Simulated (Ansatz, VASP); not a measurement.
# TiAl: VASP beside Ansatz

File INCAR:

```
SYSTEM = TiAl
PREC = Accurate
ENCUT = 520
EDIFF = 1E-6
ISMEAR = 0
SIGMA = 0.15
LREAL = .False.
LASPH = .True.
NELM = 80
ALGO = Fast
ISIF = 2
LWAVE = .False.
LCHARG = .False.
NBANDS = 14
```

Contents of KPOINTS:

```
regular mesh
0
Gamma
  16 16 16
  0 0 0
```

POSCAR

```
TiAl
1.0
    3.2190510025     -0.3444740925     -0.3444740925
   -0.3444740925      3.2190510025     -0.3444740925
   -0.3444740925     -0.3444740925      3.2190510025
Ti Al
1 1
Direct
    0.0000000000      0.0000000000      0.0000000000
    0.5000000000      0.5000000000      0.5000000000
```

Input for Ansatz:

```yaml
crystal:
  lattice:
    - [3.2190510025, -0.3444740925, -0.3444740925]
    - [-0.3444740925, 3.2190510025, -0.3444740925]
    - [-0.3444740925, -0.3444740925, 3.2190510025]
  atoms:
    - { symbol: Ti, position: [0.0, 0.0, 0.0] }
    - { symbol: Al, position: [0.5, 0.5, 0.5] }
basis:
  ecutwfc: 420
kpoints:
  mp_grid: { grid: [16, 16, 16] }
hamiltonian:
  xc: lda
scf:
  occupations: { method: gaussian, width: 0.15 }
output:
  forces: true
  stress: true
  eigenvalues: true
```

Alike in both runs: task single point; functional LDA; k mesh 16 × 16 × 16; occupations gaussian, width 0.15 eV; no spin polarisation.

|  | VASP | Ansatz |
| --- | --- | --- |
| version | VASP 6.6.1 | Ansatz 0.2.0 |
| potentials or method | VASP PAW LDA potentials, release 64 (Ti_sv, Al), cutoff 520 eV | scalar-relativistic, plane waves, PAW |
| valence electrons in the cell | 15 | 15 |

```csv
,VASP,Ansatz,Ansatz less VASP
gap on the k mesh at the Fermi level (eV),none,none,-
pressure (GPa),11.6,11.5,-0.10
"traceless stress, the component that is largest in VASP (GPa)",34.56,34.53,-0.023
```

LDA's correlation is that of Perdew and Zunger in VASP and of Perdew and Wang (1992) in Ansatz. A gap of «none» marks a metal or a gap that the smearing closes.
